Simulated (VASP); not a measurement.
# CuSi8O16 (a cell with a defect) in VASP: further runs

CuSi8O16 (a cell with a defect) is run at these levels: PBE, PBE0; tasks: single point.

Program: VASP 6.6.1. These are calculated values, not measurements. Logs are shortened: lines on timing, memory, paths and dates and some standing lists are left out, and cuts for length are marked.

**1. The cell of the first run**

The cell holds a defect, 25 atoms: a = 8.726 Å, b = 8.726 Å, c = 7.186 Å, α = 65.69°, β = 65.69°, γ = 48.63°.

**2. Single point, PBE, collinear spin**

INCAR

```
PREC = Accurate
ENCUT = 520
EDIFF = 1E-6
ISMEAR = -1
SIGMA = 0.01
LREAL = F
LASPH = T
NELM = 200
ALGO = Normal
ISIF = 2
LWAVE = F
LCHARG = F
ISPIN = 2
MAGMOM = 0 0 0 0 0 0 0 0 0.05 0 0.01 0.01 0.01 0 0.01 0.01 0.01 0.01 0.01 0.01 0 0.05 0.01 0.01 0.18
LORBIT = 11
NUPDOWN = 1.0
LMAXMIX = 4
GGA = PE
NBANDS = 92
GGA_COMPAT = F
```

KPOINTS

```
regular mesh
0
Gamma
  1 1 1
```

POSCAR

```
CuSi8O16
1.0
    0.0000000000      5.0813926900      7.0944098900
    5.0813926900      0.0000000000      7.0944098900
    5.0813926900      5.0813926900      0.0000000000
Si O Cu
8 16 1
Direct
    0.2523274502      0.2490171373      0.4516169639
    0.7505357125      0.7492441374      0.9558824939
    0.0814689569      0.6704771644      0.1201800914
    0.5772906972      0.1671070867      0.6282459290
    0.4205545128      0.8290929050      0.3741045987
    0.9203698934      0.3306603033      0.8776493816
    0.0056306561     -0.0067663390      0.2922036371
    0.5022476189      0.4985397771      0.7941141075
    0.0953665443      0.2333362000      0.6727384297
    0.5932901555      0.7314841592      0.1712718921
    0.4856873756      0.3385954176      0.7550407839
    0.9822194648      0.8403746904      0.2528281654
    0.4136021878      0.2633506630      0.4901282027
    0.9114998946      0.7663164685      0.9895273610
    0.2128067242      0.8567543975      0.3867696490
    0.7049234369      0.3698345934      0.8948354276
    0.0180673490      0.1563670323      0.0801346658
    0.5133030008      0.6642134001      0.5828403874
    0.3824792364      0.0434881163      0.3569076264
    0.8820699667      0.5448002250      0.8589633562
    0.2958308647      0.6310133834      0.9618581961
    0.7990241883      0.1198391281      0.4696927547
    0.1232057941      0.4556034463      0.2819034201
    0.6143832282      0.9547897084      0.7889820370
   -0.1171842580      0.3039792164      0.4693137054
```

Potentials or basis: VASP PAW PBE potentials, release 64 (Si, O, Cu).

On the command line:

```
$ cat potpaw_PBE.64/Si/POTCAR potpaw_PBE.64/O/POTCAR potpaw_PBE.64/Cu/POTCAR > POTCAR
$ mpirun -np 1 vasp_gam > vasp.out
```

OUTCAR:

```text
PREC = Accurate
   ENCUT = 520
   EDIFF = 1E-6
   ISMEAR = -1
   LREAL = F
   LASPH = T
   NELM = 200
   ISIF = 2
   ISPIN = 2
   LORBIT = 11
   NUPDOWN = 1.0
   GGA = PE

 ion  position               nearest neighbor table
   1  0.252  0.249  0.452-  23 1.63  19 1.63  13 1.63   9 1.64  25 2.88   4 3.11   5 3.13   3 3.14

   2  0.751  0.749  0.956-  10 1.62  14 1.62  20 1.63  24 1.63   4 3.11   6 3.12   3 3.12   5 3.12

   3  0.081  0.670  0.120-  21 1.62  14 1.63  12 1.63  23 1.63   7 3.10   2 3.12   8 3.12   1 3.14

   4  0.577  0.167  0.628-  24 1.62  13 1.62  11 1.63  22 1.65   2 3.11   1 3.11   8 3.15
   5  0.421  0.829  0.374-  10 1.62  19 1.63  15 1.63  18 1.63   7 3.12   2 3.12   1 3.13   8 3.13

   6  0.920  0.331  0.878-  20 1.62  17 1.63  16 1.63   9 1.64   2 3.12   7 3.13   8 3.14
   7  0.006  0.993  0.292-  12 1.62  17 1.63  15 1.63  22 1.65  25 2.83   3 3.10   5 3.12   6 3.13

   8  0.502  0.499  0.794-  21 1.63  18 1.63  11 1.63  16 1.63  25 2.96   3 3.12   5 3.13   6 3.14
                             4 3.15
   9  0.095  0.233  0.673-   6 1.64   1 1.64
  10  0.593  0.731  0.171-   2 1.62   5 1.62
  11  0.486  0.339  0.755-   4 1.63   8 1.63
  12  0.982  0.840  0.253-   7 1.62   3 1.63
  13  0.414  0.263  0.490-   4 1.62   1 1.63
  14  0.911  0.766  0.990-   2 1.62   3 1.63
  15  0.213  0.857  0.387-   7 1.63   5 1.63
  16  0.705  0.370  0.895-   6 1.63   8 1.63
  17  0.018  0.156  0.080-   7 1.63   6 1.63
  18  0.513  0.664  0.583-   5 1.63   8 1.63
  19  0.382  0.043  0.357-   1 1.63   5 1.63
  20  0.882  0.545  0.859-   6 1.62   2 1.63
  21  0.296  0.631  0.962-   3 1.62   8 1.63
  22  0.799  0.120  0.470-   4 1.65   7 1.65  25 2.16
  23  0.123  0.456  0.282-   1 1.63   3 1.63
  24  0.614  0.955  0.789-   4 1.62   2 1.63
  25  0.883  0.304  0.469-  22 2.16   7 2.83   1 2.88   8 2.96

  LATTYP: Found a body centered tetragonal cell.
 ALAT       =     7.1861744579
 C/A-ratio  =     1.9744608015

  Lattice vectors:

 A1 = (  -5.0813926900,   0.0000000000,   7.0944098900)
 A2 = (   5.0813926900,   0.0000000000,   7.0944098900)
 A3 = (   0.0000000000,   5.0813926900,  -7.0944098900)

Analysis of symmetry for initial positions (statically):
=====================================================================
 Subroutine PRICEL returns:
 Original cell was already a primitive cell.

 Routine SETGRP: Setting up the symmetry group for a
 body centered tetragonal supercell.

 Subroutine GETGRP returns: Found  1 space group operations
 (whereof  1 operations were pure point group operations)
 out of a pool of 16 trial point group operations.

The static configuration has the point symmetry C_1 .

Analysis of symmetry for dynamics (positions and initial velocities):
=====================================================================
 Subroutine PRICEL returns:
 Original cell was already a primitive cell.

 Routine SETGRP: Setting up the symmetry group for a
 body centered tetragonal supercell.

 Subroutine GETGRP returns: Found  1 space group operations
 (whereof  1 operations were pure point group operations)
 out of a pool of 16 trial point group operations.

The dynamic configuration has the point symmetry C_1 .

Analysis of structural, dynamic, and magnetic symmetry:
=====================================================================
 Subroutine PRICEL returns:
 Original cell was already a primitive cell.

 Routine SETGRP: Setting up the symmetry group for a
 body centered tetragonal supercell.

 Subroutine GETGRP returns: Found  1 space group operations
 (whereof  1 operations were pure point group operations)
 out of a pool of 16 trial point group operations.

The overall configuration has the point symmetry C_1 .

 Subroutine INISYM returns: Found  1 space group operations
 (whereof  1 operations are pure point group operations),
 and found     1 'primitive' translations

----------------------------------------------------------------------------------------

[... 96 lines left out ...]
   k-points           NKPTS =      1   k-points in BZ     NKDIM =      1   number of bands    NBANDS=     92
   number of dos      NEDOS =    301   number of ions     NIONS =     25
   total plane-waves  NPLWV = 264600
   dimension x,y,z NGX =    70 NGY =   70 NGZ =   54
   dimension x,y,z NGXF=   140 NGYF=  140 NGZF=  108
   ions per type =               8  16   1
   NGX,Y,Z   is equivalent  to a cutoff of  13.34, 13.34, 12.49 a.u.
   NGXF,Y,Z  is equivalent  to a cutoff of  26.67, 26.67, 24.98 a.u.
 SYSTEM =  unknown system
   PREC   = accura    normal or accurate (medium, high low for compatibility)
   ISTART =      0    job   : 0-new  1-cont  2-samecut
   ICHARG =      2    charge: 1-file 2-atom 10-const
   ISPIN  =      2    spin polarized calculation?
   LNONCOLLINEAR =      F non collinear calculations
   LSORBIT =      F    spin-orbit coupling
   LASPH  =      T    aspherical Exc in radial PAW
   ENCUT  =  520.0 eV  38.22 Ry    6.18 a.u.  16.23 16.23 13.36*2*pi/ulx,y,z
   NELM   =    200;   NELMIN=  2; NELMDL= -5     # of ELM steps
   EDIFF  = 0.1E-05   stopping-criterion for ELM
   LREAL  =      F    real-space projection
   EDIFFG = 0.1E-04   stopping-criterion for IOM
   NSW    =      0    number of steps for IOM
   IBRION =     -1    ionic relax: 0-MD 1-quasi-New 2-CG
   NFREE  =      0    steps in history (QN), initial steepest desc. (CG)
   ISIF   =      2    stress and relaxation
   ISYM   =      2    0-nonsym 1-usesym 2-fastsym
   POTIM  = 0.5000    time-step for ionic-motion
   TEBEG  =    0.0;   TEEND  =   0.0 temperature during run
   PSTRESS=    0.0 pullay stress
   NELECT =     139.0000    total number of electrons
   NUPDOWN=       1.0000    fix difference up-down
   EMIN   =  10.00;   EMAX   =-10.00  energy-range for DOS
   EFERMI =   0.00;   METHOD = LEGACY
   ISMEAR =    -1;   SIGMA  =   0.01  broadening in eV -4-tet -1-fermi 0-gaus
   EFERMI_NEDOS =   21; number of points for ismear=-14 and -15
   IALGO  =     38    algorithm
   IMIX   =      4    mixing-type and parameters
     AMIX     =   0.40;   BMIX     =  1.00
     AMIX_MAG =   1.60;   BMIX_MAG =  1.00
  volume/ion in A,a.u.               =      14.65        98.89
  Fermi-wavevector in a.u.,A,eV,Ry     =   1.185157  2.239622 19.110699  1.404597
  Thomas-Fermi vector in A             =   2.321356
   LORBIT       =     11    0 simple, 1 ext, 2 COOP (PROOUT), +10 PAW based schemes
   GGA     = PE    functional components
   LHFCALC =     F    Hartree Fock is set to
   AEXX    =    0.0000 exact exchange contribution
   IVDW    =     0    specifies the selected vdW correction
   LEPSILON=     F    determine dielectric tensor
   LRPA    =     F    only Hartree local field effects (RPA)
 spin polarized calculation
  energy-cutoff  :      520.00
  volume of cell :      366.36
 maximum number of plane-waves:      4932
 NGX is ok and might be reduce to    70
   NGX = 33   NGY = 33   NGZ = 27

 number of electron     138.9999999 magnetization       1.0000517

 Free energy of the ion-electron system (eV)
  ---------------------------------------------------
  ext. energy  EPLUGINS =         0.00000000
  ---------------------------------------------------
  free energy    TOTEN  =      -189.69759994 eV

  energy without entropy =     -189.69759994  energy(sigma->0) =     -189.69759994

 E-fermi :   3.0145     XC(G=0):  -8.4968

 val. band max:        4.1271032487   @ k =   0.0000   0.0000   0.0000
 cond. band min:       4.5174994891   @ k =   0.0000   0.0000   0.0000
 fundamental gap:      0.3903962404
 Fermi energy:         4.4531143783

 spin component 1

 k-point     1 :       0.0000    0.0000    0.0000
  band No.  band energies     occupation
      1     -19.2794      1.00000
      2     -18.5347      1.00000
      3     -18.4140      1.00000
      4     -18.3924      1.00000
      5     -18.3539      1.00000
      6     -18.3439      1.00000
[... 73 lines left out ...]
     80       9.2066      0.00000
     81       9.3896      0.00000
 Fermi energy:         3.0144950668

 spin component 2

 k-point     1 :       0.0000    0.0000    0.0000
  band No.  band energies     occupation
      1     -19.2552      1.00000
      2     -18.4914      1.00000
      3     -18.3857      1.00000
      4     -18.3755      1.00000
      5     -18.3373      1.00000
      6     -18.3303      1.00000
[... 73 lines left out ...]
     80       9.2602      0.00000
     81       9.4062      0.00000
 [bands above 81 left out]

------------------------ aborting loop because EDIFF is reached ----------------------------------------

  FORCE on cell =-STRESS in cart. coord.  units (eV):
  Direction    XX          YY          ZZ          XY          YZ          ZX
  --------------------------------------------------------------------------------------
  -------------------------------------------------------------------------------------
  Total        3.0010240      2.1475914      3.1481761      0.3048006     -0.0158457      0.2076061
  in kB       13.1240617      9.3918349     13.7675862      1.3329525     -0.0692962      0.9079017
  external PRESSURE =      12.0944943 kB  Pullay stress =       0.0000000 kB

 VOLUME and BASIS-vectors are now :
 -----------------------------------------------------------------------------
  energy-cutoff  :      520.00
  volume of cell :      366.36
      direct lattice vectors                 reciprocal lattice vectors
     0.000000000  5.081392690  7.094409890    -0.098398221  0.098398221  0.070478025
     5.081392690  0.000000000  7.094409890     0.098398221 -0.098398221  0.070478025
     5.081392690  5.081392690  0.000000000     0.098398221  0.098398221 -0.070478025

 POSITION                                       TOTAL-FORCE (eV/Angst)
 -----------------------------------------------------------------------------------
      3.56020      3.57702      3.55674        -0.007639     -0.003891      0.002223
      8.66442      8.67098     10.64005        -0.022055     -0.029569      0.000394
      4.01764      1.02466      5.33461         0.042515      0.002358      0.001291
      4.04150      6.12580      5.28106        -0.001794     -0.013798      0.015704
      6.11392      4.03798      8.86551         0.001066      0.022918      0.003404
      6.13990      9.13644      8.87532        -0.030811      0.020161     -0.006171
[... 17 lines left out ...]
      8.86079      7.13105     11.13236         0.012943      0.028027      0.005357
      3.92941      6.87070      8.41961         0.017350     -0.190530      0.124000
 -----------------------------------------------------------------------------------
    total drift:                                0.000542      0.000467      0.000436

  FREE ENERGIE OF THE ION-ELECTRON SYSTEM (eV)
  ---------------------------------------------------
  free  energy   TOTEN  =      -189.6975999412 eV

  energy  without entropy=     -189.6975999412  energy(sigma->0) =     -189.69759994

 total charge

# of ion       s       p       d       tot
------------------------------------------
    1        0.635   0.965   0.000   1.599
    2        0.638   0.976   0.000   1.614
    3        0.640   0.976   0.000   1.616
    4        0.638   0.967   0.000   1.605
    5        0.637   0.971   0.000   1.608
    6        0.637   0.968   0.000   1.605
[... 17 lines left out ...]
   24        1.550   3.688   0.000   5.237
   25        0.371   0.093   9.382   9.846
--------------------------------------------------
tot         30.292  66.735   9.382 106.409

 magnetization (x)

# of ion       s       p       d       tot
------------------------------------------
    1        0.003  -0.000   0.000   0.003
    2        0.003   0.000   0.000   0.003
    3        0.005   0.001   0.000   0.006
    4        0.005   0.001   0.000   0.006
    5        0.002  -0.000   0.000   0.002
    6        0.003   0.000   0.000   0.003
[... 17 lines left out ...]
   24        0.004  -0.000   0.000   0.004
   25        0.221   0.007   0.027   0.255
--------------------------------------------------
tot          0.348   0.080   0.027   0.455
```

Wall time 4.2 min (1 thread of Intel Xeon 8259CL, shared host); peak memory 0.77 GiB.

Results:

```yaml
Free_energy: -189.6976 eV
Pressure: 1.2 GPa
Largest_force: 0.228 eV/Å
Net_moment: 1.00 μB per cell
Site_moments: Si +0.00, +0.01 (each value once); O +0.03, +0.01, +0.00, +0.04, +0.02 (each value once); Cu +0.26 μB
Valence_electrons_inside_the_program's_atomic_spheres: Si 1.60, 1.61, 1.62 (each value once); O 5.22, 5.24, 5.23, 5.21 (each value once); Cu 9.85
```

Forces in eV/Å, atoms in the order of the input:
```
Si  -0.008 -0.004  0.002
Si  -0.022 -0.030  0.000
Si   0.043  0.002  0.001
Si  -0.002 -0.014  0.016
Si   0.001  0.023  0.003
Si  -0.031  0.020 -0.006
Si   0.070  0.037 -0.007
Si   0.015  0.033 -0.018
O    0.003  0.010  0.007
O    0.004  0.017 -0.004
O   -0.003  0.007  0.013
O   -0.022 -0.005  0.009
O    0.008  0.019 -0.027
O   -0.014  0.019 -0.026
O   -0.009 -0.003  0.012
O   -0.005 -0.004  0.007
O   -0.013 -0.002 -0.018
O   -0.012 -0.002 -0.009
O    0.004 -0.002 -0.022
O    0.006  0.024 -0.022
O   -0.012 -0.001 -0.009
O   -0.019 -0.001 -0.035
O   -0.012  0.017  0.003
O    0.013  0.028  0.005
Cu   0.017 -0.191  0.124
```

Stress tensor (GPa, compression positive):
```
 1.31  0.13  0.09
 0.13  0.94 -0.01
 0.09 -0.01  1.38
```

Caveat: the k points lie up to 0.98 Å⁻¹ apart; the total moment is fixed, so each spin has its own Fermi level.

**3. Single point, PBE0**

POSCAR

```
CuSi8O16
1.0
    0.0000000000      5.0813926900      7.0944098900
    5.0813926900      0.0000000000      7.0944098900
    5.0813926900      5.0813926900      0.0000000000
Si O Cu
8 16 1
Direct
    0.2576938500      0.2420066800      0.4549878700
    0.7577335500      0.7407997800      0.9603270900
    0.0801595700      0.6659909800      0.1320184400
    0.5792095100      0.1625668700      0.6398015300
    0.4282768000      0.8193841800      0.3761934600
    0.9163373700      0.3301486900      0.8839833000
    0.0067206100     -0.0115340300      0.2953307400
    0.4944206900      0.5008523200      0.8036818400
    0.0801303700      0.2309626900      0.6679003000
    0.6027505200      0.7194530900      0.1761524400
    0.4858106500      0.3353169000      0.7643197700
    0.9750981200      0.8388239600      0.2652230600
    0.4151735300      0.2520387900      0.5056428800
    0.9164442700      0.7591251300      0.9957190700
    0.2143745100      0.8580375900      0.3855906400
    0.7034858500      0.3681480500      0.8963694700
    0.0131201200      0.1552955700      0.0853243400
    0.5139559600      0.6554144700      0.5869066500
    0.3819325900      0.0373314400      0.3636236800
    0.8911692100      0.5368409700      0.8601569000
    0.2935568800      0.6313236500      0.9745077800
    0.8075609000      0.1192015300      0.4835324900
    0.1244219300      0.4497832100      0.2914358300
    0.6231861500      0.9468968200      0.7936383500
   -0.0620132200      0.1701265800      0.5915165600
```

INCAR.step1

```
ALGO     = Normal         # electronic algorithm
EDIFF    = 1E-5           # SCF threshold, eV
ENCUT    = 520            # plane-wave cutoff, eV
GGA      = PE             # functional
GGA_COMPAT= False        
ISIF     = 2              # what is computed and relaxed
ISMEAR   = -1             # smearing method
LASPH    = True           # aspherical terms in the spheres
LCHARG   = False          # write CHGCAR
LREAL    = False          # projectors in reciprocal space
LWAVE    = True           # write WAVECAR
NBANDS   = 88             # bands
NELECT   = 138.0        
NELM     = 120            # most SCF steps
PREC     = Accurate       # precision mode
SIGMA    = 0.01           # smearing width, eV
```

INCAR.step2

```
AEXX     = 0.25           # exact-exchange fraction
ALGO     = Normal         # electronic algorithm
EDIFF    = 1E-6           # SCF threshold, eV
ENCUT    = 520            # plane-wave cutoff, eV
GGA      = PE             # functional
GGA_COMPAT= False        
ISIF     = 2              # what is computed and relaxed
ISMEAR   = -1             # smearing method
ISTART   = 1            
LASPH    = True           # aspherical terms in the spheres
LCHARG   = False          # write CHGCAR
LHFCALC  = True           # exact exchange
LREAL    = False          # projectors in reciprocal space
LWAVE    = False          # write WAVECAR
NBANDS   = 88             # bands
NELECT   = 138.0        
NELM     = 120            # most SCF steps
PREC     = Accurate       # precision mode
PRECFOCK = Fast         
SIGMA    = 0.01           # smearing width, eV
```

KPOINTS

```
k-points
0
Gamma
  1 1 1
```

Potentials or basis: VASP PAW PBE potentials, release 64 (Si, O, Cu).

On the command line:

```
$ cat potpaw_PBE.64/Si/POTCAR potpaw_PBE.64/O/POTCAR potpaw_PBE.64/Cu/POTCAR > POTCAR
$ cp INCAR.step1 INCAR
$ mpirun -np 1 vasp_gam > vasp.out
$ cp INCAR.step2 INCAR
$ mpirun -np 1 vasp_gam > vasp.out
```

It took 8.2 min on 1 thread of Intel Xeon 8259CL, shared host; peak memory 0.63 GiB.

It converged, with:

```
Free energy   : -252.3096 eV
Largest force : 0.393 eV/Å
```

Forces in eV/Å, atoms in the order of the input:
```
Si   0.067  0.012  0.011
Si  -0.055 -0.064  0.011
Si   0.047 -0.021 -0.015
Si  -0.066 -0.070 -0.006
Si  -0.064  0.033  0.003
Si  -0.095  0.034  0.061
Si   0.067 -0.002 -0.094
Si   0.088  0.061 -0.007
O    0.182  0.028  0.316
O    0.183 -0.054  0.261
O   -0.172  0.061  0.298
O   -0.223  0.068  0.316
O   -0.036  0.148 -0.244
O   -0.020  0.174 -0.267
O    0.074 -0.165  0.277
O   -0.107 -0.186  0.271
O    0.044 -0.144 -0.257
O    0.013 -0.151 -0.265
O    0.173  0.027 -0.290
O    0.212  0.035 -0.310
O   -0.194 -0.062 -0.274
O   -0.193 -0.102 -0.270
O    0.013  0.147  0.230
O    0.056  0.184  0.272
Cu   0.008  0.009 -0.028
```

Levels at points of the mesh, in eV from the Fermi level:
| k point | band 66 | band 67 | band 68 | band 69 | band 70 | band 71 | band 72 | band 73 |
| --- | --- | --- | --- | --- | --- | --- | --- | --- |
| (0.00, 0.00, 0.00) | -1.20 | -1.13 | -0.96 | -0.27 | 5.59 | 8.16 | 8.27 | 9.00 |

Caveat: the k points lie up to 0.98 Å⁻¹ apart; the cell carries a net charge on a neutralising background, which shifts energy and pressure; the cell is charged against a uniform background, so pressure and absolute levels hang on convention; the PAW data sets were made with another functional, which shifts forces and pressure a little.

(Continued in part 2 of 2.)
